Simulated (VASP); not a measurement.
Crystal: Li2Se.

```
Li Se
1.0
     0.00000    2.99346    2.99346
     2.99346    0.00000    2.99346
     2.99346    2.99346    0.00000
Li Se
2 1
Cartesian
  1.4967 1.4967 1.4967
  4.4902 4.4902 4.4902
  0.0000 0.0000 0.0000
```

Base run:

- Program: VASP 6.6.1
- Functional: r2SCAN
- Potentials or basis: VASP PAW PBE potentials, release 64 (Li_sv, Se)
- Cutoff: 830 eV
- k mesh: 6 × 6 × 6
- Occupations: gaussian, width 0.01 eV
- Spin: no spin polarisation

Its results: band gap on the k mesh 3.46 eV (least direct gap 4.18 eV); pressure -0.2 GPa.

The run is repeated on the same cell with these changes: functional from r2SCAN to PBE-based screened hybrid with 35 % exact exchange; cutoff from 830 eV to 650 eV; k mesh from 6 × 6 × 6 to 4 × 4 × 4. What comes out?

Band gap on the k mesh 3.92 eV (least direct gap 4.52 eV); pressure -0.7 GPa.

Several settings changed at once.

Caveats: some runs use coarse meshes; the PAW data sets were made with another functional, which shifts forces and pressure a little.

A k mesh can miss the band edges.
